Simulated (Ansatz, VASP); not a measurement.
## One calculation of MgO, two programs

```
Mg O
1.0
     2.03501    0.00000    0.00000
     0.00000    2.03501    0.00000
     0.00000    0.00000    2.03501
Mg O
1 1
Cartesian
  0.0000 0.0000 0.0000
  1.0175 1.0175 1.0175
```

Alike in both runs: task single point; functional LDA; k mesh 12 × 12 × 12; no spin polarisation.

```csv
,VASP,Ansatz
version,VASP 6.6.1,Ansatz 0.2.0
potentials or method,"VASP PAW LDA potentials, release 64 (Mg, O), cutoff 600 eV","scalar-relativistic, plane waves, PAW"
occupations,"gaussian, width 0.01 eV",fixed
valence electrons in the cell,8,16
```

VASP gave:

| Item | Value |
| --- | --- |
| gap on the k mesh at the Fermi level (eV) | 7.47 |
| least direct gap on the mesh (eV) | 7.47 |

Q: Estimate Ansatz's values.

A: gap on the k mesh at the Fermi level (eV): 7.43; least direct gap on the mesh (eV): 7.43.

LDA's correlation is that of Perdew and Zunger in VASP and of Perdew and Wang (1992) in Ansatz. VASP's potentials hold 8 valence electrons a cell and Ansatz's 16, so a difference there can come from the potentials and not from the codes.
